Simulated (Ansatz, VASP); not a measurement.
## One calculation of Hf3Ru, two programs

Contents of INCAR:

```
PREC = Accurate
ENCUT = 600
EDIFF = 1E-6
ISMEAR = 0
SIGMA = 0.1
LREAL = F
LASPH = T
NELM = 100
ALGO = Fast
ISIF = 3
LWAVE = F
LCHARG = F
GGA = PE
IBRION = 2
NSW = 100
EDIFFG = -0.01
```

File KPOINTS:

```
Automatic mesh
0
Gamma
  12 12 12
```

Contents of POSCAR:

```
Hf3Ru
1.0
    4.2987212889      0.0000000000      0.0000000000
    0.0000000000      4.2987212889      0.0000000000
    0.0000000000      0.0000000000      4.2987212889
Hf Ru
3 1
Direct
    0.0000000000      0.5000000000      0.5000000000
    0.5000000000      0.0000000000      0.5000000000
    0.5000000000      0.5000000000      0.0000000000
    0.0000000000      0.0000000000      0.0000000000
```

Input for Ansatz:

```yaml
crystal:
  lattice:
    - [4.2987212889, 0.0, 0.0]
    - [0.0, 4.2987212889, 0.0]
    - [0.0, 0.0, 4.2987212889]
  atoms:
    - { symbol: Hf, position: [0.0, 0.5, 0.5] }
    - { symbol: Hf, position: [0.5, 0.0, 0.5] }
    - { symbol: Hf, position: [0.5, 0.5, 0.0] }
    - { symbol: Ru, position: [0.0, 0.0, 0.0] }
basis:
  ecutwfc: 420
kpoints:
  mp_grid: { grid: [12, 12, 12] }
hamiltonian:
  xc: pbe
scf:
  occupations: { method: gaussian, width: 0.1 }
output:
  forces: true
  stress: true
  eigenvalues: true
relax:
  adjacent_minimum: "off"
  f_tol: 0.01
  max_steps: 80
  cell: { stress_tol: 0.05 }
```

Alike in both runs: task relaxation of cell and atoms; functional PBE; k mesh 12 × 12 × 12; occupations gaussian, width 0.1 eV; no spin polarisation.

|  | VASP | Ansatz |
| --- | --- | --- |
| version | VASP 6.6.1 | Ansatz 0.2.0 |
| potentials or method | VASP PAW PBE potentials, release 64 (Hf_pv, Ru_pv), cutoff 600 eV | scalar-relativistic, plane waves, PAW |
| valence electrons in the cell | 44 | 94 |

```tsv
	VASP	Ansatz	Ansatz less VASP
gap on the k mesh at the Fermi level, each at its own relaxed structure (eV)	none	none	-
relaxed volume (Å³/atom)	19.70	19.80	+0.095
relaxed length of the cell vector where the two differ most in proportion (Å)	4.287	4.294	+0.0069
```

A gap of «none» marks a metal or a gap that the smearing closes. VASP's potentials hold 44 valence electrons a cell and Ansatz's 94, so a difference there can come from the potentials and not from the codes.

Neither program's run includes spin-orbit coupling.
